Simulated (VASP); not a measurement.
# TaTe2H (Cmcm) in VASP: a series of runs

Runs on TaTe2H. Level: PBE. Tasks: single point, relaxation of cell and atoms.

All numbers are computed with VASP 6.6.1; they aren't measurements. Logs are shortened: lines on timing, memory, paths and dates and some standing lists are left out, and cuts for length are marked.

**1. The cell of the first run**

The structure is orthorhombic, space group Cmcm (No. 63). The conventional cell has a = 3.517 Å, b = 14.192 Å, c = 6.891 Å, α = 90.00°, β = 90.00°, γ = 90.00°. Ta (site symmetry m2m) has 1 H at 1.79 Å within 2.4 Å. Te (site symmetry m) has 2 H at 2.55 Å and 4 Ta at 2.95 to 2.99 Å and 5 Te at 3.23 to 3.66 Å within 3.7 Å. H (site symmetry m2m) has 1 Ta at 1.79 Å within 2.4 Å.

The cell was generated, and may not be a known phase.

**2. Single point, PBE**

The input, INCAR:

```
SYSTEM = TaTe2H
  ALGO = Normal
  EDIFF = 1E-7
  ENCUT = 520
  GGA = PE
  ISIF = 2
  ISMEAR = 0
  LASPH = .TRUE.
  LCHARG = .FALSE.
  LREAL = .FALSE.
  LWAVE = .FALSE.
  NBANDS = 34
  NELM = 100
  PREC = Accurate
  SIGMA = 0.1
```

The input, KPOINTS:

```
k-points
0
G
  4 4 4
  0 0 0
```

The input, POSCAR:

```
TaTe2H
1.0
    1.7583064596     -7.0962175484      0.0000000000
    1.7583064596      7.0962175484      0.0000000000
    0.0000000000      0.0000000000      6.8910869953
Ta Te H
2 4 2
Direct
    0.5054955486      0.4945044514      0.7500000000
    0.4945044514      0.5054955486      0.2500000000
    0.1165312202      0.8834687798      1.0152768817
    0.1165312202      0.8834687798      0.4847231183
    0.8834687798      0.1165312202     -0.0152768817
    0.8834687798      0.1165312202      0.5152768817
    0.6317412971      0.3682587029      0.7500000000
    0.3682587029      0.6317412971      0.2500000000
```

Potentials or basis: VASP PAW PBE potentials, release 64 (Ta_pv, Te, H).

Launch:

```console
$ cat potpaw_PBE.64/Ta_pv/POTCAR potpaw_PBE.64/Te/POTCAR potpaw_PBE.64/H/POTCAR > POTCAR
$ mpirun -np 1 vasp_std > vasp.out
```

OUTCAR:

```text
SYSTEM = TaTe2H
   EDIFF = 1E-7
   ENCUT = 520
   GGA = PE
   ISIF = 2
   ISMEAR = 0
   LASPH = .TRUE.
   LREAL = .FALSE.
   NELM = 100
   PREC = Accurate

 ion  position               nearest neighbor table
   1  0.505  0.495  0.750-   7 1.79   6 2.95   5 2.95   5 2.95   6 2.95   3 2.99   4 2.99   4 2.99
                             3 2.99   2 3.45   2 3.45
   2  0.495  0.505  0.250-   8 1.79   4 2.95   3 2.95   3 2.95   4 2.95   6 2.99   5 2.99   5 2.99
                             6 2.99   1 3.45   1 3.45
   3  0.117  0.883  0.015-   2 2.95   2 2.95   1 2.99   1 2.99   4 3.23   5 3.31   4 3.66
   4  0.117  0.883  0.485-   2 2.95   2 2.95   1 2.99   1 2.99   3 3.23   6 3.31   3 3.66
   5  0.883  0.117  0.985-   1 2.95   1 2.95   2 2.99   2 2.99   6 3.23   3 3.31   6 3.66
   6  0.883  0.117  0.515-   1 2.95   1 2.95   2 2.99   2 2.99   5 3.23   4 3.31   5 3.66
   7  0.632  0.368  0.750-   1 1.79
   8  0.368  0.632  0.250-   2 1.79

  LATTYP: Found a base centered orthorhombic cell.
 ALAT       =     3.5166129192
 B/A-ratio  =     4.0358252167
 C/A-ratio  =     1.9595807539

  Lattice vectors:

 A1 = (   1.7583064596,  -7.0962175484,   0.0000000000)
 A2 = (   1.7583064596,   7.0962175484,   0.0000000000)
 A3 = (   0.0000000000,   0.0000000000,   6.8910869953)

Analysis of symmetry for initial positions (statically):
=====================================================================
 Subroutine PRICEL returns:
 Original cell was already a primitive cell.

 Routine SETGRP: Setting up the symmetry group for a
 base centered orthorhombic supercell.

 Subroutine GETGRP returns: Found  8 space group operations
 (whereof  4 operations were pure point group operations)
 out of a pool of  8 trial point group operations.

The static configuration has the point symmetry C_2h.
 The point group associated with its full space group is D_2h.

Analysis of symmetry for dynamics (positions and initial velocities):
=====================================================================
 Subroutine PRICEL returns:
 Original cell was already a primitive cell.

 Routine SETGRP: Setting up the symmetry group for a
 base centered orthorhombic supercell.

 Subroutine GETGRP returns: Found  8 space group operations
 (whereof  4 operations were pure point group operations)
 out of a pool of  8 trial point group operations.

The dynamic configuration has the point symmetry C_2h.
 The point group associated with its full space group is D_2h.

[... 109 lines left out ...]
   NSW    =      0    number of steps for IOM
   IBRION =     -1    ionic relax: 0-MD 1-quasi-New 2-CG
   NFREE  =      0    steps in history (QN), initial steepest desc. (CG)
   ISIF   =      2    stress and relaxation
   ISYM   =      2    0-nonsym 1-usesym 2-fastsym
   POTIM  = 0.5000    time-step for ionic-motion
   TEBEG  =    0.0;   TEEND  =   0.0 temperature during run
   PSTRESS=    0.0 pullay stress
   NELECT =      48.0000    total number of electrons
   NUPDOWN=      -1.0000    fix difference up-down
   EMIN   =  10.00;   EMAX   =-10.00  energy-range for DOS
   EFERMI =   0.00;   METHOD = LEGACY
   ISMEAR =     0;   SIGMA  =   0.10  broadening in eV -4-tet -1-fermi 0-gaus
   EFERMI_NEDOS =   21; number of points for ismear=-14 and -15
   IALGO  =     38    algorithm
   IMIX   =      4    mixing-type and parameters
     AMIX     =   0.40;   BMIX     =  1.00
     AMIX_MAG =   1.60;   BMIX_MAG =  1.00
  volume/ion in A,a.u.               =      21.50       145.06
  Fermi-wavevector in a.u.,A,eV,Ry     =   1.069897  2.021813 15.574326  1.144681
  Thomas-Fermi vector in A             =   2.205591
   LORBIT       =      0    0 simple, 1 ext, 2 COOP (PROOUT), +10 PAW based schemes
   GGA     = PE    functional components
   LHFCALC =     F    Hartree Fock is set to
   AEXX    =    0.0000 exact exchange contribution
   IVDW    =     0    specifies the selected vdW correction
   LEPSILON=     F    determine dielectric tensor
   LRPA    =     F    only Hartree local field effects (RPA)
 non-spin polarized calculation
 Gauss-broadening in eV      SIGMA  =   0.10
  energy-cutoff  :      520.00
  volume of cell :      171.96
 maximum number of plane-waves:      4661
   NGX = 27   NGY = 27   NGZ = 25

 number of electron      47.9999999 magnetization

 Free energy of the ion-electron system (eV)
  ---------------------------------------------------
  ext. energy  EPLUGINS =         0.00000000
  ---------------------------------------------------
  free energy    TOTEN  =       -43.48066393 eV

  energy without entropy =      -43.47074734  energy(sigma->0) =      -43.47570563

 E-fermi :   6.3549     XC(G=0):  -9.9220

 val. band max:        6.2521575946   @ k =   0.5000  -0.0000   0.2500
 cond. band min:       6.3635508044   @ k =   0.2500   0.2500   0.2500
 fundamental gap:      0.1113932098
 Fermi energy:         6.3548784620

 k-point     1 :       0.0000    0.0000    0.0000
  band No.  band energies     occupation
      1     -28.8387      2.00000
      2     -28.7043      2.00000
      3     -28.6645      2.00000
      4     -28.6519      2.00000
      5     -28.6302      2.00000
      6     -28.6135      2.00000
[... 766 lines left out ...]
     33      10.3446      0.00000
     34      10.3446      0.00000

------------------------ aborting loop because EDIFF is reached ----------------------------------------

  FORCE on cell =-STRESS in cart. coord.  units (eV):
  Direction    XX          YY          ZZ          XY          YZ          ZX
  --------------------------------------------------------------------------------------
  -------------------------------------------------------------------------------------
  Total       -0.0516135      0.0791041     -0.0002585      0.0000000      0.0000000      0.0000000
  in kB       -0.4808776      0.7370051     -0.0024083      0.0000000      0.0000000      0.0000000
  external PRESSURE =       0.0845730 kB  Pullay stress =       0.0000000 kB

 VOLUME and BASIS-vectors are now :
 -----------------------------------------------------------------------------
  energy-cutoff  :      520.00
  volume of cell :      171.96
      direct lattice vectors                 reciprocal lattice vectors
     1.758306460 -7.096217548  0.000000000     0.284364536 -0.070460072  0.000000000
     1.758306460  7.096217548  0.000000000     0.284364536  0.070460072  0.000000000
     0.000000000  0.000000000  6.891086995     0.000000000  0.000000000  0.145114987

 POSITION                                       TOTAL-FORCE (eV/Angst)
 -----------------------------------------------------------------------------------
      1.75831     -0.07800      5.16832         0.000000      0.009713      0.000000
      1.75831      0.07800      1.72277         0.000000     -0.009713      0.000000
      1.75831      5.44236      0.10527         0.000000     -0.014585      0.006410
      1.75831      5.44236      3.34027         0.000000     -0.014585     -0.006410
      1.75831     -5.44236      6.78581         0.000000      0.014585     -0.006410
      1.75831     -5.44236      3.55082         0.000000      0.014585      0.006410
      1.75831     -1.86973      5.16832         0.000000     -0.005929     -0.000000
      1.75831      1.86973      1.72277         0.000000      0.005929      0.000000
 -----------------------------------------------------------------------------------
    total drift:                                0.000000     -0.000000     -0.000000

  FREE ENERGIE OF THE ION-ELECTRON SYSTEM (eV)
  ---------------------------------------------------
  free  energy   TOTEN  =       -43.4806639271 eV

  energy  without entropy=      -43.4707473415  energy(sigma->0) =      -43.47570563
```

OSZICAR:

```text
N       E                     dE             d eps       ncg     rms          rms(c)
DAV:   1     0.309555595630E+03    0.30956E+03   -0.22004E+04  1492   0.124E+03
DAV:   2    -0.262364158025E+02   -0.33579E+03   -0.32082E+03  1744   0.276E+02
DAV:   3    -0.450134043095E+02   -0.18777E+02   -0.18197E+02  1806   0.593E+01
DAV:   4    -0.455513710130E+02   -0.53797E+00   -0.53294E+00  1968   0.994E+00
DAV:   5    -0.455668153393E+02   -0.15444E-01   -0.15424E-01  1988   0.161E+00    0.235E+01
DAV:   6    -0.439361997407E+02    0.16306E+01   -0.50218E+00  1798   0.116E+01    0.127E+01
DAV:   7    -0.436002136714E+02    0.33599E+00   -0.21329E+00  1684   0.623E+00    0.488E+00
DAV:   8    -0.434828708992E+02    0.11734E+00   -0.39548E-01  1794   0.339E+00    0.181E+00
DAV:   9    -0.434823919210E+02    0.47898E-03   -0.48419E-02  1836   0.966E-01    0.963E-01
DAV:  10    -0.434805269550E+02    0.18650E-02   -0.12676E-02  1712   0.557E-01    0.548E-01
DAV:  11    -0.434806196194E+02   -0.92664E-04   -0.23798E-03  1758   0.236E-01    0.662E-02
DAV:  12    -0.434806255395E+02   -0.59202E-05   -0.15618E-04  1934   0.541E-02    0.322E-02
DAV:  13    -0.434806613198E+02   -0.35780E-04   -0.46655E-05  1566   0.300E-02    0.333E-02
DAV:  14    -0.434806627617E+02   -0.14419E-05   -0.58646E-06  1788   0.970E-03    0.469E-03
DAV:  15    -0.434806635502E+02   -0.78857E-06   -0.87127E-07  1672   0.364E-03    0.252E-03
DAV:  16    -0.434806637977E+02   -0.24745E-06   -0.43256E-07  1518   0.273E-03    0.833E-04
DAV:  17    -0.434806639397E+02   -0.14201E-06   -0.32901E-08  1004   0.836E-04    0.532E-04
DAV:  18    -0.434806639271E+02    0.12592E-07   -0.67408E-09   838   0.332E-04
   1 F= -.43480664E+02 E0= -.43475706E+02  d E =-.991659E-02
```

It took 3.1 min on 1 thread of Intel Xeon 6975P-C (Granite Rapids), shared host; peak memory 0.45 GiB.

What came out:

| Property | Result |
| --- | --- |
| Free energy | -43.4807 eV |
| Pressure | 0.0 GPa |
| Largest force | 0.016 eV/Å |
| Band gap on the k mesh | zero (bands 24 and 25 overlap by 0.57 eV) |

Forces in eV/Å, atoms in the order of the input:
```
Ta   0.000  0.010  0.000
Ta   0.000 -0.010  0.000
Te   0.000 -0.015  0.006
Te   0.000 -0.015 -0.006
Te   0.000  0.015 -0.006
Te   0.000  0.015  0.006
H    0.000 -0.006  0.000
H    0.000  0.006  0.000
```

Caveat: the k points lie up to 0.46 Å⁻¹ apart, too coarse for converged energies and pressures of a metal; spin-orbit coupling is left out, which moves the levels of the heavy elements.

**3. Single point, PBE**

This run uses another cell than the first one, of 22.58 Å³/atom.

The input, INCAR:

```
SYSTEM = TaTe2H
PREC = Accurate
ENCUT = 520
EDIFF = 1E-7
ISMEAR = 0
SIGMA = 0.1
LREAL = .FALSE.
LASPH = .TRUE.
NELM = 80
ALGO = Normal
ISIF = 2
LWAVE = .FALSE.
LCHARG = .TRUE.
GGA = PE
LELF = .TRUE.
LVHAR = .TRUE.
NBANDS = 34
```

The input, KPOINTS:

```
Automatic mesh
0
G
  4 4 4
  0 0 0
```

The input, POSCAR:

```
TaTe2H
1.0
    2.2290164500     -5.5793415500      0.0000000000
    2.2290164500      5.5793415500      0.0000000000
    0.0000000000      0.0000000000      7.2617340700
Ta Te H
2 4 2
Direct
    0.4312294600      0.5687705400      0.7500000000
    0.5687705400      0.4312294600      0.2500000000
    0.1488421400      0.8511578600      0.9448971200
    0.1488421400      0.8511578600      0.5551028800
    0.8511578600      0.1488421400      0.0551028800
    0.8511578600      0.1488421400      0.4448971200
    0.7118492100      0.2881507900      0.7500000000
    0.2881507900      0.7118492100      0.2500000000
```

Potentials or basis: VASP PAW PBE potentials, release 64 (Ta_pv, Te, H).

Launch:

```console
$ cat potpaw_PBE.64/Ta_pv/POTCAR potpaw_PBE.64/Te/POTCAR potpaw_PBE.64/H/POTCAR > POTCAR
$ mpirun -np 1 vasp_std > vasp.out
```

It took 2.1 min on 1 thread of Intel Xeon 6975P-C (Granite Rapids), shared host; peak memory 0.4 GiB.

It converged, with:

| Property | Result |
| --- | --- |
| Free energy | -33.4163 eV |
| Pressure | -10.2 GPa |
| Largest force | 2.249 eV/Å |
| Band gap on the k mesh | zero (bands 24 and 25 overlap by 0.55 eV) |

Forces in eV/Å, atoms in the order of the input:
```
Ta   0.000 -0.171  0.000
Ta   0.000  0.171  0.000
Te   0.000  0.813  2.096
Te   0.000  0.813 -2.096
Te   0.000 -0.813 -2.096
Te   0.000 -0.813  2.096
H    0.000  0.192  0.000
H    0.000 -0.192  0.000
```

Stress tensor (GPa, compression positive):
```
-11.43   0.00   0.00
  0.00 -11.08   0.00
  0.00   0.00  -8.14
```

Levels at points of the mesh, in eV from the Fermi level:
```
           k point  band 22  band 23  band 24  band 25  band 26  band 27
(0.00, 0.00, 0.00)    -1.45    -1.20     0.02     0.04     0.40     0.57
(0.50, 0.00, 0.00)    -1.03    -0.89     0.19     0.26     0.32     0.58
(0.50, 0.50, 0.00)    -1.07    -0.81    -0.32    -0.30    -0.27     0.22
(0.00, 0.00, 0.50)    -1.76    -1.07    -1.07     0.29     0.29     0.35
(0.50, 0.00, 0.50)    -0.94     0.17     0.17     0.32     0.32     0.55
(0.50, 0.50, 0.50)    -1.18    -0.67    -0.67     0.16     0.16     0.47
```

Caveat: the k points lie up to 0.38 Å⁻¹ apart, too coarse for converged energies and pressures of a metal; spin-orbit coupling is left out, which moves the levels of the heavy elements; forces of over 1 eV/Å act on the atoms, so gaps and moduli don't describe the material at rest.

(Continued in part 2 of 2.)

The gap in the log of VASP goes by the Fermi energy; the results here count the filled bands.